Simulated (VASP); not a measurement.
# MoS2 in VASP: further runs

The runs below take MoS2 through relaxation of the atoms, with PBE+D3(BJ).

Everything below comes from runs of VASP 6.6.1. Logs are shortened: lines on timing, memory, paths and dates and some standing lists are left out, and cuts for length are marked.

## Step 1: The cell of the first run

The cell holds a slab with vacuum, 12 atoms: a = 3.149 Å, b = 3.149 Å, c = 38.268 Å, α = 90.00°, β = 90.00°, γ = 120.00°.

## Step 2: Relaxation of the atoms, PBE+D3(BJ)

INCAR

```
SYSTEM = MoS2
ALGO = Normal ; DIPOL = 0.5 0.5 0.500
EDIFF = 1E-7 ; EDIFFG = -0.03
ENCUT = 520 ; GGA = PE
IBRION = 2 ; IDIPOL = 3
ISIF = 2 ; ISMEAR = 0
IVDW = 12 ; KPAR = 4
LASPH = .TRUE. ; LCHARG = .FALSE.
LDIPOL = .TRUE. ; LREAL = .FALSE.
LWAVE = .FALSE. ; NELM = 100
NSW = 90 ; PREC = Accurate
SIGMA = 0.05
```

KPOINTS

```
k-points
0
G
  9 9 1
  0 0 0
```

POSCAR

```
MoS2
1.0
    3.1493511262      0.0000000000      0.0000000000
   -1.5746755631      2.7274180808      0.0000000000
    0.0000000000      0.0000000000     38.2678641539
S Mo
8 4
Selective dynamics
Direct
    0.3333333333      0.6666666667      0.2221184847  F F F
    0.3333333333      0.6666666667      0.3039556446  F F F
    0.6666666667      0.3333333333      0.3800937749  F F F
    0.6666666667      0.3333333333      0.4619309349  F F F
    0.3333333333      0.6666666667      0.5380690651  T T T
    0.3333333333      0.6666666667      0.6199062251  T T T
    0.6666666667      0.3333333333      0.6960443554  T T T
    0.6666666667      0.3333333333      0.7778815153  T T T
    0.6666666667      0.3333333333      0.2630370647  F F F
    0.3333333333      0.6666666667      0.4210123549  F F F
    0.6666666667      0.3333333333      0.5789876451  T T T
    0.3333333333      0.6666666667      0.7369629353  T T T
```

Potentials or basis: VASP PAW PBE potentials, release 64 (S, Mo_sv).

Launch:

```sh
$ cat potpaw_PBE.64/S/POTCAR potpaw_PBE.64/Mo_sv/POTCAR > POTCAR
$ mpirun -np 4 vasp_std > vasp.out
```

OUTCAR:

```text
SYSTEM = MoS2
   EDIFF = 1E-7
   EDIFFG = -0.03
   ENCUT = 520
   GGA = PE
   IBRION = 2
   ISIF = 2
   ISMEAR = 0
   IVDW = 12
   LASPH = .TRUE.
   LREAL = .FALSE.
   NELM = 100
   NSW = 90
   PREC = Accurate
 IVDW          = 12

 ion  position               nearest neighbor table
   1  0.333  0.667  0.222-   9 2.40   9 2.40   9 2.40
   2  0.333  0.667  0.304-   9 2.40   9 2.40   9 2.40
   3  0.667  0.333  0.380-  10 2.40  10 2.40  10 2.40
   4  0.667  0.333  0.462-  10 2.40  10 2.40  10 2.40
   5  0.333  0.667  0.538-  11 2.40  11 2.40  11 2.40
   6  0.333  0.667  0.620-  11 2.40  11 2.40  11 2.40
   7  0.667  0.333  0.696-  12 2.40  12 2.40  12 2.40
   8  0.667  0.333  0.778-  12 2.40  12 2.40  12 2.40
   9  0.667  0.333  0.263-   2 2.40   2 2.40   2 2.40   1 2.40   1 2.40   1 2.40
  10  0.333  0.667  0.421-   3 2.40   4 2.40   3 2.40   4 2.40   3 2.40   4 2.40
  11  0.667  0.333  0.579-   5 2.40   6 2.40   5 2.40   6 2.40   5 2.40   6 2.40
  12  0.333  0.667  0.737-   7 2.40   7 2.40   7 2.40   8 2.40   8 2.40   8 2.40

  LATTYP: Found a hexagonal cell.
 ALAT       =     3.1493511262
 C/A-ratio  =    12.1510313142

  Lattice vectors:

 A1 = (   3.1493511262,   0.0000000000,   0.0000000000)
 A2 = (  -1.5746755631,   2.7274180808,   0.0000000000)
 A3 = (   0.0000000000,   0.0000000000,  38.2678641539)

Analysis of symmetry for initial positions (statically):
=====================================================================
 Subroutine PRICEL returns:
 Original cell was already a primitive cell.

 Routine SETGRP: Setting up the symmetry group for a
 hexagonal supercell.

 Subroutine GETGRP returns: Found 12 space group operations
 (whereof 12 operations were pure point group operations)
 out of a pool of 24 trial point group operations.

The static configuration has the point symmetry D_3d.

Analysis of symmetry for dynamics (positions and initial velocities):
=====================================================================
 Subroutine PRICEL returns:
 Original cell was already a primitive cell.

 Routine SETGRP: Setting up the symmetry group for a
 hexagonal supercell.

 Subroutine GETGRP returns: Found 12 space group operations
 (whereof 12 operations were pure point group operations)
 out of a pool of 24 trial point group operations.

The dynamic configuration has the point symmetry D_3d.

Analysis of constrained symmetry for selective dynamics:
=====================================================================
 Subroutine PRICEL returns:
 Original cell was already a primitive cell.

 Routine SETGRP: Setting up the symmetry group for a
 hexagonal supercell.

 Subroutine GETGRP returns: Found  6 space group operations
 (whereof  6 operations were pure point group operations)
 out of a pool of 24 trial point group operations.

The constrained configuration has the point symmetry C_3v.

 Subroutine INISYM returns: Found  6 space group operations
 (whereof  6 operations are pure point group operations),
 and found     1 'primitive' translations

----------------------------------------------------------------------------------------

                                     Primitive cell

  volume of cell :     328.7055

  direct lattice vectors                    reciprocal lattice vectors
     3.149351126  0.000000000  0.000000000     0.317525725  0.183323563  0.000000000
    -1.574675563  2.727418081  0.000000000     0.000000000  0.366647126  0.000000000
     0.000000000  0.000000000 38.267864154     0.000000000  0.000000000  0.026131586

  length of vectors
     3.149351126  3.149351126 38.267864154     0.366647126  0.366647126  0.026131586

  position of ions in fractional coordinates (direct lattice)
     0.333333333  0.666666667  0.222118485
     0.333333333  0.666666667  0.303955645
     0.666666667  0.333333333  0.380093775
     0.666666667  0.333333333  0.461930935
     0.333333333  0.666666667  0.538069065
     0.333333333  0.666666667  0.619906225
     0.666666667  0.333333333  0.696044355
     0.666666667  0.333333333  0.777881515
     0.666666667  0.333333333  0.263037065
     0.333333333  0.666666667  0.421012355
     0.666666667  0.333333333  0.578987645
     0.333333333  0.666666667  0.736962935

  ion indices of the primitive-cell ions
   primitive index   ion index
                 1           1
                 2           2
                 3           3
                 4           4
                 5           5
                 6           6
                 7           7
                 8           8
                 9           9
                10          10
                11          11
                12          12

----------------------------------------------------------------------------------------

 KPOINTS: k-points

Automatic generation of k-mesh.
 Grid dimensions read from file:
 generate k-points for:    9    9    1

 Generating k-lattice:

  Cartesian coordinates                     Fractional coordinates (reciprocal lattice)
     0.035280636  0.020369285  0.000000000     0.111111111  0.000000000  0.000000000
     0.000000000  0.040738570  0.000000000     0.000000000  0.111111111  0.000000000
     0.000000000  0.000000000  0.026131586     0.000000000  0.000000000  1.000000000

  Length of vectors
     0.040738570  0.040738570  0.026131586

  Shift w.r.t. Gamma in fractional coordinates (k-lattice)
     0.000000000  0.000000000  0.000000000

 Subroutine IBZKPT returns following result:
 ===========================================

 Found     12 irreducible k-points:

 Following reciprocal coordinates:
            Coordinates               Weight
  0.000000  0.000000  0.000000      1.000000
  0.111111 -0.000000  0.000000      6.000000
  0.222222 -0.000000  0.000000      6.000000
  0.333333 -0.000000  0.000000      6.000000
  0.444444 -0.000000  0.000000      6.000000
  0.111111  0.111111  0.000000      6.000000
  0.222222  0.111111  0.000000     12.000000
  0.333333  0.111111  0.000000     12.000000
  0.444444  0.111111  0.000000      6.000000
  0.222222  0.222222  0.000000      6.000000
  0.333333  0.222222  0.000000     12.000000
  0.333333  0.333333  0.000000      2.000000
   k-points           NKPTS =     12   k-points in BZ     NKDIM =     12   number of bands    NBANDS=     62
   number of dos      NEDOS =    301   number of ions     NIONS =     12
   total plane-waves  NPLWV = 165888
   dimension x,y,z NGX =    24 NGY =   24 NGZ =  288
   dimension x,y,z NGXF=    48 NGYF=   48 NGZF=  576
   ions per type =               8   4
   NGX,Y,Z   is equivalent  to a cutoff of  12.67, 12.67, 12.51 a.u.
   NGXF,Y,Z  is equivalent  to a cutoff of  25.34, 25.34, 25.02 a.u.
 SYSTEM =  MoS2
   PREC   = accura    normal or accurate (medium, high low for compatibility)
   ISTART =      0    job   : 0-new  1-cont  2-samecut
   ICHARG =      2    charge: 1-file 2-atom 10-const
   ISPIN  =      1    spin polarized calculation?
   LNONCOLLINEAR =      F non collinear calculations
   LSORBIT =      F    spin-orbit coupling
   LASPH  =      T    aspherical Exc in radial PAW
   ENCUT  =  520.0 eV  38.22 Ry    6.18 a.u.   5.86  5.86 71.15*2*pi/ulx,y,z
   NELM   =    100;   NELMIN=  2; NELMDL= -5     # of ELM steps
   EDIFF  = 0.1E-06   stopping-criterion for ELM
   LREAL  =      F    real-space projection
   EDIFFG = -.3E-01   stopping-criterion for IOM
   NSW    =     90    number of steps for IOM
   IBRION =      2    ionic relax: 0-MD 1-quasi-New 2-CG
   NFREE  =      1    steps in history (QN), initial steepest desc. (CG)
   ISIF   =      2    stress and relaxation
   ISYM   =      2    0-nonsym 1-usesym 2-fastsym
   POTIM  = 0.5000    time-step for ionic-motion
   TEBEG  =    0.0;   TEEND  =   0.0 temperature during run
   PSTRESS=    0.0 pullay stress
   NELECT =     104.0000    total number of electrons
   NUPDOWN=      -1.0000    fix difference up-down
   EMIN   =  10.00;   EMAX   =-10.00  energy-range for DOS
   EFERMI =   0.00;   METHOD = LEGACY
   ISMEAR =     0;   SIGMA  =   0.05  broadening in eV -4-tet -1-fermi 0-gaus
   EFERMI_NEDOS =   21; number of points for ismear=-14 and -15
   IALGO  =     38    algorithm
   IMIX   =      4    mixing-type and parameters
     AMIX     =   0.40;   BMIX     =  1.00
     AMIX_MAG =   1.60;   BMIX_MAG =  1.00
  volume/ion in A,a.u.               =      27.39       184.85
  Fermi-wavevector in a.u.,A,eV,Ry     =   1.115536  2.108057 16.931371  1.244421
  Thomas-Fermi vector in A             =   2.252142
   LORBIT       =      0    0 simple, 1 ext, 2 COOP (PROOUT), +10 PAW based schemes
   GGA     = PE    functional components
   LHFCALC =     F    Hartree Fock is set to
   AEXX    =    0.0000 exact exchange contribution
   IVDW    =    12    specifies the selected vdW correction
   LEPSILON=     F    determine dielectric tensor
   LRPA    =     F    only Hartree local field effects (RPA)
 conjugate gradient relaxation of ions
 non-spin polarized calculation
 Gauss-broadening in eV      SIGMA  =   0.05
  energy-cutoff  :      520.00
  volume of cell :      328.71
 maximum number of plane-waves:      8904
 NGX is ok and might be reduce to    24
   NGX = 11   NGY = 11   NGZ =143

--------------------------------------- Ionic step        1  -------------------------------------------

 number of electron     103.9999993 magnetization

 Free energy of the ion-electron system (eV)
  ---------------------------------------------------
  ext. energy  EPLUGINS =         0.00000000
  ---------------------------------------------------
  free energy    TOTEN  =       -87.15805734 eV

  energy without entropy =      -87.15805734  energy(sigma->0) =      -87.15805734

------------------------ aborting loop because EDIFF is reached ----------------------------------------

 Edisp (eV)   -4.88302

 E8    (eV) :    -2.0024

  FORCE on cell =-STRESS in cart. coord.  units (eV):
  Direction    XX          YY          ZZ          XY          YZ          ZX
  --------------------------------------------------------------------------------------
  -------------------------------------------------------------------------------------
  Total       0.05235     0.05235    -0.00134    -0.00000     0.00000    -0.00000
  in kB       0.25515     0.25515    -0.00652    -0.00000     0.00000    -0.00000
  external pressure =        0.17 kB  Pullay stress =        0.00 kB
[... 27 lines left out ...]
  FREE ENERGIE OF THE ION-ELECTRON SYSTEM (eV)
  ---------------------------------------------------
  free  energy   TOTEN  =       -92.0410747142 eV

  energy  without entropy=      -92.0410747142  energy(sigma->0) =      -92.04107471

 dipolmoment           0.000000      0.000000      0.000029 electrons x Angstroem

--------------------------------------- Ionic step        2  -------------------------------------------

 number of electron     103.9999993 magnetization

------------------------ aborting loop because EDIFF is reached ----------------------------------------

 Edisp (eV)   -4.88292

 E8    (eV) :    -2.0024
[... 39 lines left out ...]
  energy  without entropy=      -92.0410971468  energy(sigma->0) =      -92.04109715

--------------------------------------- Ionic step        3  -------------------------------------------

 number of electron     103.9999993 magnetization

 dipolmoment           0.000000      0.000000     -0.000108 electrons x Angstroem

 Free energy of the ion-electron system (eV)
  ---------------------------------------------------
  ext. energy  EPLUGINS =         0.00000000
  ---------------------------------------------------
  free energy    TOTEN  =       -87.15815135 eV

  energy without entropy =      -87.15815135  energy(sigma->0) =      -87.15815135

 E-fermi :   3.3058     XC(G=0):  -7.2353

 val. band max:        3.0533806252   @ k =   0.0000   0.0000   0.0000
 cond. band min:       4.0645708674   @ k =   0.2222   0.1111   0.0000
 fundamental gap:      1.0111902422
 Fermi energy:         3.3057624595

 k-point     1 :       0.0000    0.0000    0.0000
  band No.  band energies     occupation
      1     -58.4281      2.00000
      2     -58.4278      2.00000
      3     -58.4262      2.00000
      4     -58.4252      2.00000
      5     -32.5920      2.00000
      6     -32.5915      2.00000
[... 769 lines left out ...]
     61       5.9696      0.00000
     62       5.9716      0.00000

------------------------ aborting loop because EDIFF is reached ----------------------------------------

 vacuum level on the upper side and lower side of the slab       (xc-potential included)        -0.010        -0.008

 Edisp (eV)   -4.88295

 E8    (eV) :    -2.0024

  FORCE on cell =-STRESS in cart. coord.  units (eV):
  Direction    XX          YY          ZZ          XY          YZ          ZX
  --------------------------------------------------------------------------------------
  -------------------------------------------------------------------------------------
  Total       0.05027     0.05027    -0.00888    -0.00000    -0.00000     0.00000
  in kB       0.24501     0.24501    -0.04329    -0.00000    -0.00000     0.00000
  external pressure =        0.15 kB  Pullay stress =        0.00 kB
[... 27 lines left out ...]
  FREE ENERGIE OF THE ION-ELECTRON SYSTEM (eV)
  ---------------------------------------------------
  free  energy   TOTEN  =       -92.0411062261 eV

  energy  without entropy=      -92.0411062261  energy(sigma->0) =      -92.04110623

 reached required accuracy - stopping structural energy minimisation

 vacuum level on the upper side and lower side of the slab         8.280         8.284
```

It took 16 min on 4 MPI ranks of AMD EPYC 7R43 (Zen 3), shared host; peak memory 0.47 GiB.

Results:

- Free energy: -92.0411 eV
- Energy gained by relaxing: 0.0 meV/atom
- Ionic steps: 3
- Band gap on the k mesh: 1.01 eV (least direct gap 1.72 eV)
- Dispersion energy per atom: -0.407 eV

Final structure:
```cif
data_structure
_symmetry_space_group_name_H-M 'P 1'
_symmetry_Int_Tables_number 1
_cell_length_a 3.1494
_cell_length_b 3.1494
_cell_length_c 38.2679
_cell_angle_alpha 90.000
_cell_angle_beta 90.000
_cell_angle_gamma 120.000
_cell_volume 328.71
loop_
_atom_site_label
_atom_site_type_symbol
_atom_site_fract_x
_atom_site_fract_y
_atom_site_fract_z
_atom_site_occupancy
S1 S 0.33333 0.66667 0.22212 1
S2 S 0.33333 0.66667 0.30396 1
S3 S 0.66667 0.33333 0.38009 1
S4 S 0.66667 0.33333 0.46193 1
S5 S 0.33333 0.66667 0.53808 1
S6 S 0.33333 0.66667 0.61989 1
S7 S 0.66667 0.33333 0.69604 1
S8 S 0.66667 0.33333 0.77791 1
Mo1 Mo 0.66667 0.33333 0.26304 1
Mo2 Mo 0.33333 0.66667 0.42101 1
Mo3 Mo 0.66667 0.33333 0.57899 1
Mo4 Mo 0.33333 0.66667 0.73694 1
```

## Step 3: Relaxation of the atoms, PBE+D3(BJ)

INCAR is that of step 2.

KPOINTS is that of step 2.

POSCAR

```
MoS2
1.0
    3.1493511256      0.0000000000      0.0000000000
   -1.5746755628      2.7274180802      0.0000000000
    0.0000000000      0.0000000000     38.2678641426
S Mo
8 4
Selective dynamics
Direct
    0.3333333333      0.6666666667      0.2221184848  F F F
    0.3333333333      0.6666666667      0.3039556447  F F F
    0.6666666667      0.3333333333      0.3800937750  F F F
    0.6666666667      0.3333333333      0.4619309349  F F F
    0.3333333333      0.6666666667      0.5380690651  T T T
    0.3333333333      0.6666666667      0.6199062250  T T T
    0.6666666667      0.3333333333      0.6960443553  T T T
    0.6666666667      0.3333333333      0.7778815152  T T T
    0.6666666667      0.3333333333      0.2630370647  F F F
    0.3333333333      0.6666666667      0.4210123549  F F F
    0.6666666667      0.3333333333      0.5789876451  T T T
    0.3333333333      0.6666666667      0.7369629353  T T T
```

Potentials or basis: VASP PAW PBE potentials, release 64 (S, Mo_sv).

Launch:

```sh
$ cat potpaw_PBE.64/S/POTCAR potpaw_PBE.64/Mo_sv/POTCAR > POTCAR
$ mpirun -np 4 vasp_std > vasp.out
```

Wall time 13 min (4 MPI ranks of AMD EPYC 7R13 (Zen 3), shared host); peak memory 0.54 GiB.

The run converged. Its results:

| Property | Result |
| --- | --- |
| Free energy | -92.0411 eV |
| Energy gained by relaxing | 0.0 meV/atom |
| Ionic steps | 3 |
| Band gap on the k mesh | 1.01 eV (least direct gap 1.72 eV) |
| Dispersion energy per atom | -0.407 eV |

Final structure:
```cif
data_structure
_symmetry_space_group_name_H-M 'P 1'
_symmetry_Int_Tables_number 1
_cell_length_a 3.1494
_cell_length_b 3.1494
_cell_length_c 38.2679
_cell_angle_alpha 90.000
_cell_angle_beta 90.000
_cell_angle_gamma 120.000
_cell_volume 328.71
loop_
_atom_site_label
_atom_site_type_symbol
_atom_site_fract_x
_atom_site_fract_y
_atom_site_fract_z
_atom_site_occupancy
S1 S 0.33333 0.66667 0.22212 1
S2 S 0.33333 0.66667 0.30396 1
S3 S 0.66667 0.33333 0.38009 1
S4 S 0.66667 0.33333 0.46193 1
S5 S 0.33333 0.66667 0.53808 1
S6 S 0.33333 0.66667 0.61989 1
S7 S 0.66667 0.33333 0.69604 1
S8 S 0.66667 0.33333 0.77791 1
Mo1 Mo 0.66667 0.33333 0.26304 1
Mo2 Mo 0.33333 0.66667 0.42101 1
Mo3 Mo 0.66667 0.33333 0.57899 1
Mo4 Mo 0.33333 0.66667 0.73694 1
```

Levels at points of the mesh, in eV from the valence-band top:
```tsv
k point	band 49	band 50	band 51	band 52	band 53	band 54	band 55	band 56
(0.00, 0.00, 0.00)	-1.05	-0.51	-0.18	0.00	2.15	2.15	2.16	2.16
```
